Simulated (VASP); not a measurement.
# Mg8H in VASP: a series of runs

Mg8H is run at these levels: PBE; tasks: single point.

Everything below comes from runs of VASP 6.6.1. Logs are shortened: lines on timing, memory, paths and dates and some standing lists are left out, and cuts for length are marked.

## (1) The cell of the first run

The cell holds a slab with vacuum, 9 atoms: a = 6.420 Å, b = 5.138 Å, c = 19.164 Å, α = 90.00°, β = 90.00°, γ = 90.00°.

## (2) Single point, PBE

INCAR reads:

```
PREC     = Accurate       # precision mode
ENCUT    = 520            # plane-wave cutoff, eV
EDIFF    = 1E-6           # SCF threshold, eV
ISMEAR   = 0              # smearing method
SIGMA    = 0.1            # smearing width, eV
LREAL    = F              # projectors in reciprocal space
LASPH    = T              # aspherical terms in the spheres
NELM     = 80             # most SCF steps
ALGO     = Normal         # electronic algorithm
ISIF     = 2              # what is computed and relaxed
LWAVE    = F              # write WAVECAR
LCHARG   = T              # write CHGCAR
LDIPOL   = T            
IDIPOL   = 3            
DIPOL    = 0.5 0.5 0.323
GGA      = PE             # functional
LELF     = T              # ELF
LVHAR    = T            
LVACPOTAV= T            
NBANDS   = 18             # bands
```

KPOINTS reads:

```
Automatic mesh
0
Gamma
  4 5 1
```

POSCAR reads:

```
Mg8H
1.0
    6.4201385733      0.0000000000      0.0000000000
    0.0000000000      5.1379129567      0.0000000000
    0.0000000000      0.0000000000     19.1644777330
Mg H
8 1
Direct
    0.0000000000      0.7500000000      0.2087194890
    0.5000000000      0.7500000000      0.2087194890
    0.2500000000      0.2500000000      0.2570728643
    0.7500000000      0.2500000000      0.2570728643
    0.2500000000      0.7500000000      0.3587181927
    0.7500000000      0.7500000000      0.3587181927
    0.0000000000      0.2500000000      0.3999314690
    0.5000000000      0.2500000000      0.3999314690
    0.0000000000      0.5000000000      0.4618225991
```

Potentials or basis: VASP PAW PBE potentials, release 64 (Mg, H).

Started as:

```console
$ cat potpaw_PBE.64/Mg/POTCAR potpaw_PBE.64/H/POTCAR > POTCAR
$ mpirun -np 1 vasp_std > vasp.out
```

OUTCAR:

```text
PREC = Accurate
   ENCUT = 520
   EDIFF = 1E-6
   ISMEAR = 0
   LREAL = F
   LASPH = T
   NELM = 80
   ISIF = 2
   GGA = PE

 ion  position               nearest neighbor table
   1  0.000  0.750  0.209-   3 3.17   4 3.17   3 3.17   4 3.17   2 3.21   2 3.21   6 3.29   5 3.29

   2  0.500  0.750  0.209-   3 3.17   4 3.17   3 3.17   4 3.17   1 3.21   1 3.21   6 3.29   5 3.29

   3  0.250  0.250  0.257-   1 3.17   2 3.17   1 3.17   2 3.17   7 3.17   8 3.17   4 3.21   4 3.21
                             5 3.22   5 3.22
   4  0.750  0.250  0.257-   1 3.17   2 3.17   1 3.17   2 3.17   7 3.17   8 3.17   3 3.21   3 3.21
                             6 3.22   6 3.22
   5  0.250  0.750  0.359-   7 3.13   8 3.13   7 3.13   8 3.13   6 3.21   6 3.21   3 3.22   3 3.22
                             1 3.29   2 3.29
   6  0.750  0.750  0.359-   7 3.13   8 3.13   7 3.13   8 3.13   5 3.21   5 3.21   4 3.22   4 3.22
                             1 3.29   2 3.29
   7  0.000  0.250  0.400-   9 1.75   6 3.13   5 3.13   5 3.13   6 3.13   4 3.17   3 3.17   8 3.21
                             8 3.21
   8  0.500  0.250  0.400-   5 3.13   6 3.13   5 3.13   6 3.13   3 3.17   4 3.17   7 3.21   7 3.21

   9  0.000  0.500  0.462-   7 1.75

  LATTYP: Found a simple orthorhombic cell.
 ALAT       =     5.1379129567
 B/A-ratio  =     1.2495615686
 C/A-ratio  =     3.7300121459

  Lattice vectors:

 A1 = (   0.0000000000,  -5.1379129567,   0.0000000000)
 A2 = (   6.4201385733,   0.0000000000,   0.0000000000)
 A3 = (   0.0000000000,   0.0000000000,  19.1644777330)

Analysis of symmetry for initial positions (statically):
=====================================================================
 Subroutine PRICEL returns:
 Original cell was already a primitive cell.

 Routine SETGRP: Setting up the symmetry group for a
 simple orthorhombic supercell.

 Subroutine GETGRP returns: Found  2 space group operations
 (whereof  2 operations were pure point group operations)
 out of a pool of  8 trial point group operations.

The static configuration has the point symmetry C_1h.

Analysis of symmetry for dynamics (positions and initial velocities):
=====================================================================
 Subroutine PRICEL returns:
 Original cell was already a primitive cell.

 Routine SETGRP: Setting up the symmetry group for a
 simple orthorhombic supercell.

 Subroutine GETGRP returns: Found  2 space group operations
 (whereof  2 operations were pure point group operations)
 out of a pool of  8 trial point group operations.

The dynamic configuration has the point symmetry C_1h.

 Subroutine INISYM returns: Found  2 space group operations
 (whereof  2 operations are pure point group operations),
 and found     1 'primitive' translations

----------------------------------------------------------------------------------------

                                     Primitive cell

  volume of cell :     632.1616

  direct lattice vectors                    reciprocal lattice vectors
     6.420138573  0.000000000  0.000000000     0.155759878  0.000000000  0.000000000
     0.000000000  5.137912957  0.000000000     0.000000000  0.194631557  0.000000000
     0.000000000  0.000000000 19.164477733     0.000000000  0.000000000  0.052179872

  length of vectors
     6.420138573  5.137912957 19.164477733     0.155759878  0.194631557  0.052179872

  position of ions in fractional coordinates (direct lattice)
     0.000000000  0.750000000  0.208719489
     0.500000000  0.750000000  0.208719489
     0.250000000  0.250000000  0.257072864
     0.750000000  0.250000000  0.257072864
     0.250000000  0.750000000  0.358718193
     0.750000000  0.750000000  0.358718193
     0.000000000  0.250000000  0.399931469
     0.500000000  0.250000000  0.399931469
     0.000000000  0.500000000  0.461822599

  ion indices of the primitive-cell ions
   primitive index   ion index
                 1           1
                 2           2
                 3           3
                 4           4
                 5           5
                 6           6
                 7           7
                 8           8
                 9           9

----------------------------------------------------------------------------------------

 KPOINTS: Automatic mesh

Automatic generation of k-mesh.
 Grid dimensions read from file:
 generate k-points for:    4    5    1

 Generating k-lattice:

  Cartesian coordinates                     Fractional coordinates (reciprocal lattice)
     0.038939969  0.000000000  0.000000000     0.250000000  0.000000000  0.000000000
     0.000000000  0.038926311  0.000000000     0.000000000  0.200000000  0.000000000
     0.000000000  0.000000000  0.052179872     0.000000000  0.000000000  1.000000000

  Length of vectors
     0.038939969  0.038926311  0.052179872

  Shift w.r.t. Gamma in fractional coordinates (k-lattice)
     0.000000000  0.000000000  0.000000000

 Subroutine IBZKPT returns following result:
 ===========================================

 Found      9 irreducible k-points:

 Following reciprocal coordinates:
            Coordinates               Weight
  0.000000  0.000000  0.000000      1.000000
  0.250000  0.000000  0.000000      2.000000
  0.500000  0.000000  0.000000      1.000000
  0.000000  0.200000  0.000000      2.000000
  0.250000  0.200000  0.000000      4.000000
  0.500000  0.200000  0.000000      2.000000
  0.000000  0.400000  0.000000      2.000000
  0.250000  0.400000  0.000000      4.000000
  0.500000  0.400000  0.000000      2.000000
   k-points           NKPTS =      9   k-points in BZ     NKDIM =      9   number of bands    NBANDS=     18
   number of dos      NEDOS =    301   number of ions     NIONS =      9
   total plane-waves  NPLWV = 276480
   dimension x,y,z NGX =    48 NGY =   40 NGZ =  144
   dimension x,y,z NGXF=    96 NGYF=   80 NGZF=  288
   ions per type =               8   1
   NGX,Y,Z   is equivalent  to a cutoff of  12.43, 12.94, 12.49 a.u.
   NGXF,Y,Z  is equivalent  to a cutoff of  24.86, 25.89, 24.98 a.u.
 SYSTEM =  unknown system
   PREC   = accura    normal or accurate (medium, high low for compatibility)
   ISTART =      0    job   : 0-new  1-cont  2-samecut
   ICHARG =      2    charge: 1-file 2-atom 10-const
   ISPIN  =      1    spin polarized calculation?
   LNONCOLLINEAR =      F non collinear calculations
   LSORBIT =      F    spin-orbit coupling
   LASPH  =      T    aspherical Exc in radial PAW
   ENCUT  =  520.0 eV  38.22 Ry    6.18 a.u.  11.94  9.55 35.63*2*pi/ulx,y,z
   NELM   =     80;   NELMIN=  2; NELMDL= -5     # of ELM steps
   EDIFF  = 0.1E-05   stopping-criterion for ELM
   LREAL  =      F    real-space projection
   EDIFFG = 0.1E-04   stopping-criterion for IOM
   NSW    =      0    number of steps for IOM
[... 5 lines left out ...]
   TEBEG  =    0.0;   TEEND  =   0.0 temperature during run
   PSTRESS=    0.0 pullay stress
   NELECT =      17.0000    total number of electrons
   NUPDOWN=      -1.0000    fix difference up-down
   EMIN   =  10.00;   EMAX   =-10.00  energy-range for DOS
   EFERMI =   0.00;   METHOD = LEGACY
   ISMEAR =     0;   SIGMA  =   0.10  broadening in eV -4-tet -1-fermi 0-gaus
   EFERMI_NEDOS =   21; number of points for ismear=-14 and -15
   IALGO  =     38    algorithm
   IMIX   =      4    mixing-type and parameters
     AMIX     =   0.40;   BMIX     =  1.00
     AMIX_MAG =   1.60;   BMIX_MAG =  1.00
  volume/ion in A,a.u.               =      70.24       474.00
  Fermi-wavevector in a.u.,A,eV,Ry     =   0.490473  0.926860  3.273069  0.240564
  Thomas-Fermi vector in A             =   1.493349
   LORBIT       =      0    0 simple, 1 ext, 2 COOP (PROOUT), +10 PAW based schemes
   GGA     = PE    functional components
   LHFCALC =     F    Hartree Fock is set to
   AEXX    =    0.0000 exact exchange contribution
   IVDW    =     0    specifies the selected vdW correction
   LEPSILON=     F    determine dielectric tensor
   LRPA    =     F    only Hartree local field effects (RPA)
 non-spin polarized calculation
 Gauss-broadening in eV      SIGMA  =   0.10
  energy-cutoff  :      520.00
  volume of cell :      632.16
 maximum number of plane-waves:     17060
 NGX is ok and might be reduce to    48
   NGX = 23   NGY = 19   NGZ = 71

 number of electron      17.0000000 magnetization

 dipolmoment           0.000000      0.000000      0.100530 electrons x Angstroem

 Free energy of the ion-electron system (eV)
  ---------------------------------------------------
  ext. energy  EPLUGINS =         0.00000000
  ---------------------------------------------------
  free energy    TOTEN  =       -12.34893425 eV

  energy without entropy =      -12.32225165  energy(sigma->0) =      -12.33559295

 E-fermi :  -1.9367     XC(G=0):  -3.4285

 val. band max:       -1.9482365436   @ k =   0.5000   0.2000   0.0000
 cond. band min:      -1.8998115208   @ k =   0.2500   0.0000   0.0000
 fundamental gap:      0.0484250229
 Fermi energy:        -1.9366512489

 k-point     1 :       0.0000    0.0000    0.0000
  band No.  band energies     occupation
      1      -8.0071      2.00000
      2      -6.2048      2.00000
      3      -4.6703      2.00000
      4      -4.4143      2.00000
      5      -3.9317      2.00000
      6      -2.7411      2.00000
[... 10 lines left out ...]
     17       1.1682      0.00000
     18       1.3422      0.00000

 k-point     2 :       0.2500    0.0000    0.0000
  band No.  band energies     occupation
      1      -7.7838      2.00000
      2      -6.1749      2.00000
      3      -5.7977      2.00000
      4      -4.4359      2.00000
      5      -3.4298      2.00000
      6      -2.5289      2.00000
[... 10 lines left out ...]
     17       1.3047      0.00000
     18       1.5599      0.00000
[... 127 lines left out ...]
 k-point     9 :       0.5000    0.4000    0.0000
  band No.  band energies     occupation
      1      -6.3860      2.00000
      2      -6.1512      2.00000
      3      -5.4148      2.00000
      4      -5.0692      2.00000
      5      -4.6605      2.00000
      6      -3.9876      2.00000
[... 10 lines left out ...]
     17       1.9118      0.00000
     18       2.1786      0.00000

------------------------ aborting loop because EDIFF is reached ----------------------------------------

  FORCE on cell =-STRESS in cart. coord.  units (eV):
  Direction    XX          YY          ZZ          XY          YZ          ZX
  --------------------------------------------------------------------------------------
  -------------------------------------------------------------------------------------
  Total       -1.3874854     -2.0573086     -1.2328842      0.0000000      0.9948796      0.0000000
  in kB       -3.5165020     -5.2141303     -3.1246741      0.0000000      2.5214651      0.0000000
  external PRESSURE =      -3.9517688 kB  Pullay stress =       0.0000000 kB

 VOLUME and BASIS-vectors are now :
 -----------------------------------------------------------------------------
  energy-cutoff  :      520.00
  volume of cell :      632.16
      direct lattice vectors                 reciprocal lattice vectors
     6.420138573  0.000000000  0.000000000     0.155759878  0.000000000  0.000000000
     0.000000000  5.137912957  0.000000000     0.000000000  0.194631557  0.000000000
     0.000000000  0.000000000 19.164477733     0.000000000  0.000000000  0.052179872

 POSITION                                       TOTAL-FORCE (eV/Angst)
 -----------------------------------------------------------------------------------
      0.00000      3.85343      4.00000         0.000000     -0.081357      0.220423
      3.21007      3.85343      4.00000         0.000000     -0.093862      0.197057
      1.60503      1.28448      4.92667        -0.088863      0.078604     -0.081108
      4.81510      1.28448      4.92667         0.088863      0.078604     -0.081108
      1.60503      3.85343      6.87465        -0.032217     -0.059188      0.080071
      4.81510      3.85343      6.87465         0.032217     -0.059188      0.080071
      0.00000      1.28448      7.66448         0.000000     -0.386138     -0.274554
      3.21007      1.28448      7.66448         0.000000     -0.059222     -0.133220
      0.00000      2.56896      8.85059         0.000000      0.581745     -0.007631
 -----------------------------------------------------------------------------------
    total drift:                               -0.000000     -0.000067     -0.000029

  FREE ENERGIE OF THE ION-ELECTRON SYSTEM (eV)
  ---------------------------------------------------
  free  energy   TOTEN  =       -12.3489342524 eV

  energy  without entropy=      -12.3222516492  energy(sigma->0) =      -12.33559295

 vacuum level on the upper side and lower side of the slab         2.230         1.679
```

It took 9.7 min on 1 thread of Intel Xeon 8259CL, shared host; peak memory 0.59 GiB.

What came out:

```yaml
Free_energy: -12.3489 eV
Largest_force: 0.582 eV/Å
Band_gap_on_the_k_mesh: zero (an odd number of electrons rules out a gap without spin polarisation)
```

Forces in eV/Å, atoms in the order of the input:
```
Mg   0.000 -0.081  0.220
Mg   0.000 -0.094  0.197
Mg  -0.089  0.079 -0.081
Mg   0.089  0.079 -0.081
Mg  -0.032 -0.059  0.080
Mg   0.032 -0.059  0.080
Mg   0.000 -0.386 -0.275
Mg   0.000 -0.059 -0.133
H    0.000  0.582 -0.008
```

## (3) Single point, PBE

INCAR reads:

```
ALGO = Normal
DIPOL = 0.5 0.5 0.326
EDIFF = 1E-6
ENCUT = 520
GGA = PE
IDIPOL = 3
ISIF = 2
ISMEAR = 0
LASPH = True
LCHARG = False
LDIPOL = True
LREAL = False
LWAVE = False
NBANDS = 18
NELM = 60
PREC = Accurate
SIGMA = 0.1
```

KPOINTS reads:

```
k-points
0
Gamma
  4 5 1
```

Edit POSCAR of step 2 so:

```diff
@@ -16,2 +16,2 @@
     0.5000000000      0.2500000000      0.3999314690
-    0.0000000000      0.5000000000      0.4618225991
+    0.1250000000      0.2500000000      0.4815472507
```

Potentials or basis: VASP PAW PBE potentials, release 64 (Mg, H).

Started as:

```console
$ cat potpaw_PBE.64/Mg/POTCAR potpaw_PBE.64/H/POTCAR > POTCAR
$ mpirun -np 1 vasp_std > vasp.out
```

Wall time 8 min (1 thread of Intel Xeon 8259CL, shared host); peak memory 0.59 GiB.

Results (log left out):

* Free energy: -12.2097 eV
* Largest force: 0.416 eV/Å
* Band gap on the k mesh: zero (an odd number of electrons rules out a gap without spin polarisation)

Forces on the atoms (eV/Å):
```
Mg   0.009  0.000  0.203
Mg  -0.003  0.000  0.262
Mg   0.023  0.000 -0.067
Mg   0.033  0.000 -0.108
Mg   0.055  0.000 -0.178
Mg  -0.072  0.000 -0.016
Mg  -0.272  0.000 -0.135
Mg  -0.188  0.000  0.037
H    0.416  0.000  0.002
```

Levels at points of the mesh, in eV from the Fermi level:
```tsv
k point	band 6	band 7	band 8	band 9	band 10	band 11	band 12	band 13
(0.00, 0.00, 0.00)	-0.77	-0.68	-0.34	-0.11	0.36	1.19	1.85	2.28
(0.50, 0.00, 0.00)	-0.15	0.05	0.09	0.63	0.74	1.05	1.68	1.71
```

(Continued in part 2 of 2.)

The gap in the log of VASP goes by the Fermi energy; the results here count the filled bands.